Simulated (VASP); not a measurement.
# Sr (Fm-3m) in VASP: a series of runs, part 2 of 2

VASP 6.6.1. Earlier steps stand in the parts before.

## 3. Single point, r2SCAN

POSCAR reads:

```
Sr
1.0
    0.0000000000      2.9340813374      2.9340813374
    2.9340813374      0.0000000000      2.9340813374
    2.9340813374      2.9340813374      0.0000000000
Sr
1
Direct
    0.0000000000      0.0000000000      0.0000000000
```

INCAR.step1 reads:

```
PREC = Accurate
ENCUT = 520
ISMEAR = -1
SIGMA = 0.1
LREAL = F
LASPH = T
NELM = 100
NBANDS = 11
GGA = PE
ALGO = Normal
EDIFF = 1E-4
LWAVE = T
LCHARG = F
```

INCAR.step2 reads:

```
PREC = Accurate
ENCUT = 520
EDIFF = 1E-7
ISMEAR = -1
SIGMA = 0.1
LREAL = F
LASPH = T
NELM = 100
ALGO = Normal
ISIF = 2
LWAVE = F
LCHARG = F
METAGGA = R2SCAN
LMIXTAU = T
NBANDS = 11
ISTART = 1
```

KPOINTS reads:

```
Automatic mesh
0
Gamma
  10 10 10
```

Potentials or basis: VASP PAW PBE potentials, release 64 (Sr_sv).

The run is started by

```console
cat potpaw_PBE.64/Sr_sv/POTCAR > POTCAR
cp INCAR.step1 INCAR
mpirun -np 1 vasp_std > vasp.out
cp INCAR.step2 INCAR
mpirun -np 1 vasp_std > vasp.out
```

OUTCAR:

```text
PREC = Accurate
   ENCUT = 520
   EDIFF = 1E-7
   ISMEAR = -1
   LREAL = F
   LASPH = T
   NELM = 100
   ISIF = 2
   METAGGA = R2SCAN
   ISTART = 1

 ion  position               nearest neighbor table
   1  0.000  0.000  0.000-

  LATTYP: Found a face centered cubic cell.
 ALAT       =     5.8681626748

  Lattice vectors:

 A1 = (   0.0000000000,   2.9340813374,   2.9340813374)
 A2 = (   2.9340813374,   0.0000000000,   2.9340813374)
 A3 = (   2.9340813374,   2.9340813374,   0.0000000000)

Analysis of symmetry for initial positions (statically):
=====================================================================
 Subroutine PRICEL returns:
 Original cell was already a primitive cell.

 Routine SETGRP: Setting up the symmetry group for a
 face centered cubic supercell.

 Subroutine GETGRP returns: Found 48 space group operations
 (whereof 48 operations were pure point group operations)
 out of a pool of 48 trial point group operations.

The static configuration has the point symmetry O_h .

Analysis of symmetry for dynamics (positions and initial velocities):
=====================================================================
 Subroutine PRICEL returns:
 Original cell was already a primitive cell.

 Routine SETGRP: Setting up the symmetry group for a
 face centered cubic supercell.

 Subroutine GETGRP returns: Found 48 space group operations
 (whereof 48 operations were pure point group operations)
 out of a pool of 48 trial point group operations.

The dynamic configuration has the point symmetry O_h .

 Subroutine INISYM returns: Found 48 space group operations
 (whereof 48 operations are pure point group operations),
 and found     1 'primitive' translations

----------------------------------------------------------------------------------------

                                     Primitive cell

  volume of cell :      50.5180

  direct lattice vectors                    reciprocal lattice vectors
     0.000000000  2.934081337  2.934081337    -0.170411090  0.170411090  0.170411090
     2.934081337  0.000000000  2.934081337     0.170411090 -0.170411090  0.170411090
     2.934081337  2.934081337  0.000000000     0.170411090  0.170411090 -0.170411090

  length of vectors
     4.149417620  4.149417620  4.149417620     0.295160667  0.295160667  0.295160667

  position of ions in fractional coordinates (direct lattice)
     0.000000000  0.000000000  0.000000000

  ion indices of the primitive-cell ions
   primitive index   ion index
                 1           1

----------------------------------------------------------------------------------------

 KPOINTS: Automatic mesh

Automatic generation of k-mesh.
 Grid dimensions read from file:
 generate k-points for:   10   10   10

 Generating k-lattice:

  Cartesian coordinates                     Fractional coordinates (reciprocal lattice)
    -0.017041109  0.017041109  0.017041109     0.100000000  0.000000000  0.000000000
     0.017041109 -0.017041109  0.017041109     0.000000000  0.100000000  0.000000000
     0.017041109  0.017041109 -0.017041109     0.000000000  0.000000000  0.100000000

  Length of vectors
     0.029516067  0.029516067  0.029516067

  Shift w.r.t. Gamma in fractional coordinates (k-lattice)
     0.000000000  0.000000000  0.000000000

 Subroutine IBZKPT returns following result:
 ===========================================

 Found     47 irreducible k-points:

 Following reciprocal coordinates:
            Coordinates               Weight
  0.000000  0.000000  0.000000      1.000000
  0.100000  0.000000  0.000000      8.000000
  0.200000  0.000000  0.000000      8.000000
  0.300000  0.000000  0.000000      8.000000
  0.400000  0.000000  0.000000      8.000000
  0.500000  0.000000  0.000000      4.000000
[... 16 lines left out ...]
  0.300000  0.300000  0.000000      6.000000
  0.400000  0.300000  0.000000     24.000000
 [... further k-points ...]
   k-points           NKPTS =     47   k-points in BZ     NKDIM =     47   number of bands    NBANDS=     11
   number of dos      NEDOS =    301   number of ions     NIONS =      1
   total plane-waves  NPLWV =  32768
   dimension x,y,z NGX =    32 NGY =   32 NGZ =   32
   dimension x,y,z NGXF=    64 NGYF=   64 NGZF=   64
   ions per type =               1
   NGX,Y,Z   is equivalent  to a cutoff of  12.82, 12.82, 12.82 a.u.
   NGXF,Y,Z  is equivalent  to a cutoff of  25.64, 25.64, 25.64 a.u.
 SYSTEM =  unknown system
   PREC   = accura    normal or accurate (medium, high low for compatibility)
   ISTART =      1    job   : 0-new  1-cont  2-samecut
   ICHARG =      0    charge: 1-file 2-atom 10-const
   ISPIN  =      1    spin polarized calculation?
   LNONCOLLINEAR =      F non collinear calculations
   LSORBIT =      F    spin-orbit coupling
   LASPH  =      T    aspherical Exc in radial PAW
   ENCUT  =  520.0 eV  38.22 Ry    6.18 a.u.   7.72  7.72  7.72*2*pi/ulx,y,z
   NELM   =    100;   NELMIN=  2; NELMDL=  0     # of ELM steps
   EDIFF  = 0.1E-06   stopping-criterion for ELM
   LREAL  =      F    real-space projection
   EDIFFG = 0.1E-05   stopping-criterion for IOM
   NSW    =      0    number of steps for IOM
   IBRION =     -1    ionic relax: 0-MD 1-quasi-New 2-CG
   NFREE  =      0    steps in history (QN), initial steepest desc. (CG)
   ISIF   =      2    stress and relaxation
   ISYM   =      2    0-nonsym 1-usesym 2-fastsym
   POTIM  = 0.5000    time-step for ionic-motion
   TEBEG  =    0.0;   TEEND  =   0.0 temperature during run
   PSTRESS=    0.0 pullay stress
   NELECT =      10.0000    total number of electrons
   NUPDOWN=      -1.0000    fix difference up-down
   EMIN   =  10.00;   EMAX   =-10.00  energy-range for DOS
   EFERMI =   0.00;   METHOD = LEGACY
   ISMEAR =    -1;   SIGMA  =   0.10  broadening in eV -4-tet -1-fermi 0-gaus
   EFERMI_NEDOS =   21; number of points for ismear=-14 and -15
   IALGO  =     38    algorithm
   IMIX   =      4    mixing-type and parameters
     AMIX     =   0.40;   BMIX     =  1.00
     AMIX_MAG =   1.60;   BMIX_MAG =  1.00
  volume/ion in A,a.u.               =      50.52       340.91
  Fermi-wavevector in a.u.,A,eV,Ry     =   0.954097  1.802983 12.385407  0.910302
  Thomas-Fermi vector in A             =   2.082813
   LORBIT       =      0    0 simple, 1 ext, 2 COOP (PROOUT), +10 PAW based schemes
   METAGGA = R2SCAN    functional components
   LHFCALC =     F    Hartree Fock is set to
   AEXX    =    0.0000 exact exchange contribution
   IVDW    =     0    specifies the selected vdW correction
   LEPSILON=     F    determine dielectric tensor
   LRPA    =     F    only Hartree local field effects (RPA)
 non-spin polarized calculation
  energy-cutoff  :      520.00
  volume of cell :       50.52
 maximum number of plane-waves:      1380
   NGX = 15   NGY = 15   NGZ = 15

 number of electron      10.0000000 magnetization

 Free energy of the ion-electron system (eV)
  ---------------------------------------------------
  ext. energy  EPLUGINS =         0.00000000
  ---------------------------------------------------
  free energy    TOTEN  =       -15.08931074 eV

  energy without entropy =      -15.05199310  energy(sigma->0) =      -15.07065192

 E-fermi :   1.9184     XC(G=0):  -8.0683

 val. band max:        1.8925166459   @ k =  -0.3000   0.4000   0.1000
 cond. band min:       1.9245344783   @ k =  -0.3000   0.4000   0.2000
 fundamental gap:      0.0320178324
 Fermi energy:         1.9184460188

 k-point     1 :       0.0000    0.0000    0.0000
  band No.  band energies     occupation
      1     -35.9401      2.00000
      2     -17.1818      2.00000
      3     -17.1818      2.00000
      4     -17.1818      2.00000
      5      -2.0462      2.00000
      6       4.7081      0.00000
      7       4.7081      0.00000
      8       4.7081      0.00000
      9       6.3915      0.00000
     10       6.3915      0.00000
     11       9.6774      0.00000
[... 309 lines left out ...]
 k-point    24 :       0.4000    0.3000    0.0000
  band No.  band energies     occupation
      1     -35.9160      2.00000
      2     -17.3912      2.00000
      3     -17.2656      2.00000
      4     -17.2569      2.00000
      5       0.4746      2.00000
      6       2.6523      0.00130
      7       3.4655      0.00000
      8       5.9849      0.00000
      9       6.3906      0.00000
     10       7.4735      0.00000
     11       9.5717      0.00000

 [... further k-points ...]

------------------------ aborting loop because EDIFF is reached ----------------------------------------

  FORCE on cell =-STRESS in cart. coord.  units (eV):
  Direction    XX          YY          ZZ          XY          YZ          ZX
  --------------------------------------------------------------------------------------
  -------------------------------------------------------------------------------------
  Total        0.5410902      0.5410902      0.5410902      0.0000000      0.0000000      0.0000000
  in kB       17.1606525     17.1606525     17.1606525      0.0000000      0.0000000      0.0000000
  external PRESSURE =      17.1606525 kB  Pullay stress =       0.0000000 kB

 VOLUME and BASIS-vectors are now :
 -----------------------------------------------------------------------------
  energy-cutoff  :      520.00
  volume of cell :       50.52
      direct lattice vectors                 reciprocal lattice vectors
     0.000000000  2.934081337  2.934081337    -0.170411090  0.170411090  0.170411090
     2.934081337  0.000000000  2.934081337     0.170411090 -0.170411090  0.170411090
     2.934081337  2.934081337  0.000000000     0.170411090  0.170411090 -0.170411090

 POSITION                                       TOTAL-FORCE (eV/Angst)
 -----------------------------------------------------------------------------------
      0.00000      0.00000      0.00000        -0.000000     -0.000000     -0.000000
 -----------------------------------------------------------------------------------
    total drift:                                0.000000      0.000000     -0.000000

  FREE ENERGIE OF THE ION-ELECTRON SYSTEM (eV)
  ---------------------------------------------------
  free  energy   TOTEN  =       -15.0893107390 eV

  energy  without entropy=      -15.0519930952  energy(sigma->0) =      -15.07065192
```

OUTCAR.step1:

```text
PREC = Accurate
   ENCUT = 520
   ISMEAR = -1
   LREAL = F
   LASPH = T
   NELM = 100
[... 549 lines left out ...]

 POSITION                                       TOTAL-FORCE (eV/Angst)
 -----------------------------------------------------------------------------------
      0.00000      0.00000      0.00000        -0.000000      0.000000      0.000000
 -----------------------------------------------------------------------------------
    total drift:                                0.000000      0.000000      0.000000

  FREE ENERGIE OF THE ION-ELECTRON SYSTEM (eV)
  ---------------------------------------------------
  free  energy   TOTEN  =        -1.6438928485 eV

  energy  without entropy=       -1.6041644606  energy(sigma->0) =       -1.62402865
```

OSZICAR.step1:

```text
N       E                     dE             d eps       ncg     rms          rms(c)
DAV:   1     0.375509990058E+02    0.37551E+02   -0.48801E+03  1034   0.794E+02
DAV:   2     0.243596063504E+00   -0.37307E+02   -0.36736E+02  1216   0.156E+02
DAV:   3    -0.157131322920E+01   -0.18149E+01   -0.17961E+01  1619   0.250E+01
DAV:   4    -0.164410717979E+01   -0.72794E-01   -0.72580E-01  1286   0.444E+00
DAV:   5    -0.164564581510E+01   -0.15386E-02   -0.15386E-02  1515   0.457E-01    0.120E+01
DAV:   6    -0.164453391642E+01    0.11119E-02   -0.59711E-03  1196   0.882E-01    0.685E+00
DAV:   7    -0.164388495867E+01    0.64896E-03   -0.10897E-02  1136   0.117E+00    0.265E-01
DAV:   8    -0.164387670567E+01    0.82530E-05   -0.11477E-03  1610   0.199E-01    0.590E-02
DAV:   9    -0.164389284854E+01   -0.16143E-04   -0.90999E-06   637   0.271E-02
   1 F= -.16438928E+01 E0= -.16240287E+01  d E =-.397284E-01
```

It took 66 s on 1 thread of AMD EPYC 9R45 (Zen 5), shared host; peak memory 0.16 GiB.

What came out:

- Free energy: -15.0893 eV
- Pressure: 1.7 GPa

Levels at points of the mesh, in eV from the Fermi level:
| k point | band 3 | band 4 | band 5 | band 6 | band 7 | band 8 |
| --- | --- | --- | --- | --- | --- | --- |
| (0.00, 0.00, 0.00) | -19.10 | -19.10 | -3.96 | 2.79 | 2.79 | 2.79 |
| (0.50, 0.00, 0.00) | -19.14 | -19.14 | -1.11 | 0.08 | 2.56 | 2.56 |
| (0.50, 0.50, 0.00) | -19.20 | -19.20 | -0.72 | 0.40 | 1.26 | 5.66 |

Caveat: the PAW data sets were made with another functional, which shifts forces and pressure a little.

## 4. Single point, r2SCAN

This run uses another cell than the first one, of 52.17 Å³/atom.

POSCAR reads:

```
Sr
1.0
    0.0000000000      2.9656330182      2.9656330182
    2.9656330182      0.0000000000      2.9656330182
    2.9656330182      2.9656330182      0.0000000000
Sr
1
Direct
    0.0000000000      0.0000000000      0.0000000000
```

INCAR.step1 reads:

```
  PREC = Accurate
  ENCUT = 520
  ISMEAR = -1
  SIGMA = 0.1
  LREAL = False
  LASPH = True
  NELM = 80
  NBANDS = 11
  GGA = PE
  ALGO = Normal
  EDIFF = 1E-4
  LWAVE = True
  LCHARG = False
```

INCAR.step2 reads:

```
  PREC = Accurate
  ENCUT = 520
  EDIFF = 1E-7
  ISMEAR = -1
  SIGMA = 0.1
  LREAL = False
  LASPH = True
  NELM = 80
  ALGO = Normal
  ISIF = 2
  LWAVE = False
  LCHARG = False
  METAGGA = R2SCAN
  LMIXTAU = True
  NBANDS = 11
  ISTART = 1
```

KPOINTS is that of step 3.

The run is started by

```console
cat potpaw_PBE.64/Sr_sv/POTCAR > POTCAR
cp INCAR.step1 INCAR
mpirun -np 1 vasp_std > vasp.out
cp INCAR.step2 INCAR
mpirun -np 1 vasp_std > vasp.out
```

Run time: 73 s. Hardware: 1 thread of AMD EPYC 9R45 (Zen 5), shared host; peak memory 0.17 GiB.

It converged, with:

```yaml
Free_energy: -15.1044 eV
Pressure: 1.2 GPa
Band_gap_on_the_k_mesh: zero (bands 5 and 6 overlap by 0.02 eV)
```

Levels at points of the mesh, in eV from the Fermi level:
```tsv
k point	band 1	band 2	band 3	band 4	band 5	band 6	band 7	band 8	band 9	band 10
(0.00, 0.00, 0.00)	-37.91	-19.16	-19.16	-19.16	-3.91	2.76	2.76	2.76	4.39	4.39
(0.50, 0.00, 0.00)	-37.90	-19.41	-19.20	-19.20	-1.09	0.04	2.54	2.54	5.54	5.54
(0.50, 0.50, 0.00)	-37.89	-19.39	-19.25	-19.25	-0.67	0.44	1.17	5.54	5.88	5.88
```

Caveat: the PAW data sets were made with another functional, which shifts forces and pressure a little.

## 5. Single point, r2SCAN

This run uses another cell than the first one, of 53.81 Å³/atom.

POSCAR reads:

```
Sr
1.0
    0.0000000000      2.9965272522      2.9965272522
    2.9965272522      0.0000000000      2.9965272522
    2.9965272522      2.9965272522      0.0000000000
Sr
1
Direct
    0.0000000000      0.0000000000      0.0000000000
```

Changes to INCAR.step1 since step 4:

```diff
@@ -6,3 +6,3 @@
   LASPH = True
-  NELM = 80
+  NELM = 100
   NBANDS = 11
```

INCAR.step2 reads:

```
  PREC = Accurate
  ENCUT = 520
  EDIFF = 1E-7
  ISMEAR = -1
  SIGMA = 0.1
  LREAL = False
  LASPH = True
  NELM = 100
  ALGO = Normal
  ISIF = 2
  LWAVE = False
  LCHARG = True
  METAGGA = R2SCAN
  LMIXTAU = True
  LELF = True
  LVHAR = True
  NBANDS = 11
  ISTART = 1
```

KPOINTS is that of step 4.

The run is started by

```console
cat potpaw_PBE.64/Sr_sv/POTCAR > POTCAR
cp INCAR.step1 INCAR
mpirun -np 1 vasp_std > vasp.out
cp INCAR.step2 INCAR
mpirun -np 1 vasp_std > vasp.out
```

It took 64 s on 1 thread of AMD EPYC 9R45 (Zen 5), shared host; peak memory 0.17 GiB.

It converged, with:

```
Free energy            : -15.1144 eV
Pressure               : 0.7 GPa
Band gap on the k mesh : zero (bands 5 and 6 overlap by 0.06 eV)
```

Levels at points of the mesh, in eV from the Fermi level:
```tsv
k point	band 2	band 3	band 4	band 5	band 6	band 7	band 8	band 9
(0.00, 0.00, 0.00)	-19.23	-19.23	-19.23	-3.86	2.73	2.73	2.73	4.31
(0.50, 0.00, 0.00)	-19.45	-19.26	-19.26	-1.07	0.00	2.52	2.52	5.42
(0.50, 0.50, 0.00)	-19.43	-19.31	-19.31	-0.63	0.47	1.10	5.42	5.75
```

Caveat: the PAW data sets were made with another functional, which shifts forces and pressure a little.

## 6. Overview

| cell | gap on the mesh (eV) | pressure (GPa) |
| --- | --- | --- |
| a = 4.149 Å, angles 60.0°, 1 atom | - | 1.7 |
| a = 4.194 Å, angles 60.0°, 1 atom | none | 1.2 |
| a = 4.238 Å, angles 60.0°, 1 atom | none | 0.7 |

Alike in all rows: task single point; level r2SCAN; potentials or basis VASP PAW PBE potentials, release 64 (Sr_sv); no spin polarisation; k mesh 10 × 10 × 10; cutoff (eV) 520; smearing fermi-dirac 0.1 eV.

Caveats: the PAW data sets were made with another functional, which shifts forces and pressure a little.

Absolute energies hang on the potentials; compare differences alone.
